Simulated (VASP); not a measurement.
# HfN (I4/mmm) in VASP: a series of runs, part 2 of 2

VASP 6.6.1. Earlier steps stand in the parts before.

**3. Single point, PBEsol (strain -0.025 along x and y, +0.000 along z)**

Contents of INCAR:

```
PREC = Accurate ; ENCUT = 520
EDIFF = 1E-6 ; ISMEAR = 0
SIGMA = 0.15 ; LREAL = False
LASPH = True ; NELM = 80
ALGO = Normal ; ISIF = 2
LWAVE = False ; LCHARG = True
GGA = PS ; LELF = True
LVHAR = True ; NBANDS = 14
```

Contents of KPOINTS:

```
Automatic mesh
0
Gamma
  18 18 18
```

Contents of POSCAR:

```
HfN
1.0
    0.0000000000      2.2025250000      2.2590000000
    2.2025250000      0.0000000000      2.2590000000
    2.2025250000      2.2025250000      0.0000000000
Hf N
1 1
Direct
    0.0000000000      0.0000000000      0.0000000000
    0.5000000000      0.5000000000      0.5000000000
```

Potentials or basis: VASP PAW PBE potentials, release 64 (Hf_pv, N).

Run with:

```sh
$ cat potpaw_PBE.64/Hf_pv/POTCAR potpaw_PBE.64/N/POTCAR > POTCAR
$ mpirun -np 1 vasp_std > vasp.out
```

OUTCAR:

```text
PREC = Accurate
   ENCUT = 520
   EDIFF = 1E-6
   ISMEAR = 0
   LREAL = False
   LASPH = True
   NELM = 80
   ISIF = 2
   GGA = PS

 ion  position               nearest neighbor table
   1  0.000  0.000  0.000-   2 2.20   2 2.20   2 2.20   2 2.20   2 2.26   2 2.26
   2  0.500  0.500  0.500-   1 2.20   1 2.20   1 2.20   1 2.20   1 2.26   1 2.26

  LATTYP: Found a body centered tetragonal cell.
 ALAT       =     3.1148407265
 C/A-ratio  =     1.4504754486

  Lattice vectors:

 A1 = (  -2.2025250000,   0.0000000000,   2.2590000000)
[... 586 lines left out ...]
     10      10.5454      0.00000
     11      12.4570      0.00000
     12      14.6645      0.00000
     13      15.0753      0.00000
     14      21.1471      0.00000

 [... further k-points ...]
[... 5 lines left out ...]
  --------------------------------------------------------------------------------------
  -------------------------------------------------------------------------------------
  Total        2.1215293      2.1215293      0.0782069      0.0000000      0.0000000      0.0000000
  in kB      155.0856770    155.0856770      5.7169927      0.0000000      0.0000000      0.0000000
  external PRESSURE =     105.2961155 kB  Pullay stress =       0.0000000 kB

 VOLUME and BASIS-vectors are now :
 -----------------------------------------------------------------------------
  energy-cutoff  :      520.00
  volume of cell :       21.92
      direct lattice vectors                 reciprocal lattice vectors
     0.000000000  2.202525000  2.259000000    -0.227012179  0.227012179  0.221336875
     2.202525000  0.000000000  2.259000000     0.227012179 -0.227012179  0.221336875
     2.202525000  2.202525000  0.000000000     0.227012179  0.227012179 -0.221336875

 POSITION                                       TOTAL-FORCE (eV/Angst)
 -----------------------------------------------------------------------------------
      0.00000      0.00000      0.00000         0.000000      0.000000      0.000000
      2.20253      2.20253      2.25900        -0.000000     -0.000000      0.000000
 -----------------------------------------------------------------------------------
    total drift:                                0.000000     -0.000000     -0.000000

  FREE ENERGIE OF THE ION-ELECTRON SYSTEM (eV)
  ---------------------------------------------------
  free  energy   TOTEN  =       -22.9560796231 eV

  energy  without entropy=      -22.9495665433  energy(sigma->0) =      -22.95282308
```

OSZICAR:

```text
N       E                     dE             d eps       ncg     rms          rms(c)
DAV:   1     0.368402376155E+02    0.36840E+02   -0.78156E+03 13520   0.102E+03
DAV:   2    -0.237998842342E+02   -0.60640E+02   -0.56945E+02 17526   0.238E+02
DAV:   3    -0.256849515864E+02   -0.18851E+01   -0.18768E+01 15614   0.343E+01
DAV:   4    -0.256912789042E+02   -0.63273E-02   -0.63266E-02 16152   0.232E+00
DAV:   5    -0.256913147289E+02   -0.35825E-04   -0.35825E-04 15476   0.149E-01    0.558E+01
DAV:   6    -0.230545197516E+02    0.26368E+01   -0.70633E+00 15422   0.212E+01    0.457E+01
DAV:   7    -0.229826741661E+02    0.71846E-01   -0.43438E-01 17310   0.577E+00    0.266E+01
DAV:   8    -0.229599677015E+02    0.22706E-01   -0.76342E-02 16524   0.236E+00    0.470E+00
DAV:   9    -0.229562724684E+02    0.36952E-02   -0.11339E-02 15762   0.834E-01    0.195E+00
DAV:  10    -0.229561125664E+02    0.15990E-03   -0.10889E-03 18232   0.312E-01    0.426E-01
DAV:  11    -0.229560803560E+02    0.32210E-04   -0.83635E-05 16076   0.921E-02    0.606E-02
DAV:  12    -0.229560796231E+02    0.73288E-06   -0.62330E-06 16764   0.213E-02
   1 F= -.22956080E+02 E0= -.22952823E+02  d E =-.651308E-02
```

It took 2.2 min on 1 thread of Intel Xeon 8259CL, shared host; peak memory 0.27 GiB.

Results:

```
Free energy            : -22.9561 eV
Pressure               : 10.5 GPa
Band gap on the k mesh : zero (an odd number of electrons rules out a gap without spin polarisation)
```

Caveat: the cell differs from its parent crystal (strain -0.025 along x and y, +0.000 along z); the stress differs along the axes, from 1 to 16 GPa; the PAW data sets were made with another functional, which shifts forces and pressure a little; spin-orbit coupling is left out, which moves the levels of the heavy elements.

**4. Single point, PBEsol (strain +0.000 along x and y, -0.025 along z)**

Contents of INCAR:

```
SYSTEM = HfN
PREC = Accurate ; ENCUT = 520
EDIFF = 1E-7 ; ISMEAR = 0
SIGMA = 0.15 ; LREAL = .False.
LASPH = .True. ; NELM = 80
ALGO = Normal ; ISIF = 2
LWAVE = .False. ; LCHARG = .False.
GGA = PS ; NBANDS = 14
```

Contents of KPOINTS:

```
regular mesh
0
Gamma
  18 18 18
  0 0 0
```

Contents of POSCAR:

```
HfN
1.0
    0.0000000000      2.2590000000      2.2025250000
    2.2590000000      0.0000000000      2.2025250000
    2.2590000000      2.2590000000      0.0000000000
Hf N
1 1
Direct
    0.0000000000      0.0000000000      0.0000000000
    0.5000000000      0.5000000000      0.5000000000
```

Run with:

```sh
$ cat potpaw_PBE.64/Hf_pv/POTCAR potpaw_PBE.64/N/POTCAR > POTCAR
$ mpirun -np 1 vasp_std > vasp.out
```

Wall time 2.1 min (1 thread of Intel Xeon 8259CL, shared host); peak memory 0.27 GiB.

Results (log left out):

| Property | Result |
| --- | --- |
| Free energy | -22.9783 eV |
| Pressure | 2.5 GPa |
| Band gap on the k mesh | zero (an odd number of electrons rules out a gap without spin polarisation) |

Stress tensor (GPa, compression positive):
```
-2.25  0.00  0.00
 0.00 -2.25  0.00
 0.00  0.00 11.95
```

Levels at points of the mesh, in eV from the Fermi level:
| k point | band 4 | band 5 | band 6 | band 7 | band 8 | band 9 | band 10 | band 11 | band 12 | band 13 |
| --- | --- | --- | --- | --- | --- | --- | --- | --- | --- | --- |
| (0.00, 0.00, 0.00) | -17.58 | -3.05 | -3.05 | -2.91 | -0.47 | -0.47 | -0.18 | 1.64 | 1.82 | 2.65 |
| (0.50, 0.00, 0.00) | -14.65 | -9.04 | -6.31 | -6.29 | 3.41 | 3.79 | 3.96 | 4.54 | 8.88 | 9.44 |
| (0.50, 0.50, 0.00) | -16.45 | -5.18 | -4.00 | -3.74 | -3.74 | 4.25 | 5.76 | 5.76 | 5.91 | 8.49 |
| (0.50, 0.00, 0.50) | -16.47 | -5.46 | -3.92 | -3.69 | -3.54 | 4.16 | 5.57 | 5.93 | 6.02 | 8.21 |

Caveat: the cell differs from its parent crystal (strain +0.000 along x and y, -0.025 along z); the stress differs along the axes, from -2 to 12 GPa; the PAW data sets were made with another functional, which shifts forces and pressure a little; spin-orbit coupling is left out, which moves the levels of the heavy elements.

**5. Single point, PBEsol (strain -0.025 along x and y, +0.025 along z)**

Contents of INCAR:

```
PREC     = Accurate       # precision mode
ENCUT    = 520            # plane-wave cutoff, eV
EDIFF    = 1E-6           # SCF threshold, eV
ISMEAR   = 0              # smearing method
SIGMA    = 0.15           # smearing width, eV
LREAL    = False          # projectors in reciprocal space
LASPH    = True           # aspherical terms in the spheres
NELM     = 100            # most SCF steps
ALGO     = Normal         # electronic algorithm
ISIF     = 2              # what is computed and relaxed
LWAVE    = False          # write WAVECAR
LCHARG   = False          # write CHGCAR
GGA      = PS             # functional
NBANDS   = 14             # bands
```

Contents of KPOINTS:

```
Automatic mesh
0
Gamma
  18 18 18
```

Contents of POSCAR:

```
HfN
1.0
    0.0000000000      2.2025250000      2.3154750000
    2.2025250000      0.0000000000      2.3154750000
    2.2025250000      2.2025250000      0.0000000000
Hf N
1 1
Direct
    0.0000000000      0.0000000000      0.0000000000
    0.5000000000      0.5000000000      0.5000000000
```

Run with:

```sh
$ cat potpaw_PBE.64/Hf_pv/POTCAR potpaw_PBE.64/N/POTCAR > POTCAR
$ mpirun -np 1 vasp_std > vasp.out
```

It took 2 min on 1 thread of Intel Xeon 8259CL, shared host; peak memory 0.28 GiB.

The run converged. Its results:

```
Free energy            : -22.9335 eV
Pressure               : 3.9 GPa
Band gap on the k mesh : zero (an odd number of electrons rules out a gap without spin polarisation)
```

Stress tensor (GPa, compression positive):
```
 12.50   0.00   0.00
  0.00  12.50   0.00
  0.00   0.00 -13.29
```

Levels at points of the mesh, in eV from the Fermi level:
```csv
k point,band 5,band 6,band 7,band 8,band 9,band 10,band 11,band 12
"(0.00, 0.00, 0.00)",-3.19,-2.94,-2.94,-0.77,-0.18,-0.18,0.89,2.38
"(0.50, 0.00, 0.00)",-9.07,-6.37,-6.32,3.41,3.70,4.07,4.50,8.39
"(0.50, 0.50, 0.00)",-5.74,-3.88,-3.52,-3.52,4.23,5.71,5.71,5.94
"(0.50, 0.00, 0.50)",-5.20,-4.00,-3.87,-3.62,3.97,5.33,6.13,6.19
```

Caveat: the cell differs from its parent crystal (strain -0.025 along x and y, +0.025 along z); the stress differs along the axes, from -13 to 12 GPa; the PAW data sets were made with another functional, which shifts forces and pressure a little; spin-orbit coupling is left out, which moves the levels of the heavy elements.

**6. The runs side by side**

```tsv
cell	gap on the mesh (eV)	pressure (GPa)
a = 3.157, b = 3.157, c = 3.035 Å, angles 61.3, 61.3, 57.5°, 2 atoms	none	24.2
a = 3.155, b = 3.155, c = 3.115 Å, angles 60.4, 60.4, 59.2°, 2 atoms	none	10.5
a = 3.155, b = 3.155, c = 3.195 Å, angles 59.6, 59.6, 60.8°, 2 atoms	none	2.5
a = 3.196, b = 3.196, c = 3.115 Å, angles 60.8, 60.8, 58.3°, 2 atoms	none	3.9
```

Alike in all rows: task single point; level PBEsol; potentials or basis VASP PAW PBE potentials, release 64 (Hf_pv, N); no spin polarisation; k mesh 18 × 18 × 18; cutoff (eV) 520; smearing gaussian 0.15 eV.

Caveats: the PAW data sets were made with another functional, which shifts forces and pressure a little; spin-orbit coupling is left out, which moves the levels of the heavy elements; the stress differs along the axes, from -8 to 40 GPa (at least some runs); the stress differs along the axes, from 1 to 16 GPa (at least some runs); the stress differs along the axes, from -2 to 12 GPa (at least some runs); the stress differs along the axes, from -13 to 12 GPa (at least some runs).

Total energies depend on the potentials used, so only differences within one code and one set of settings carry meaning.
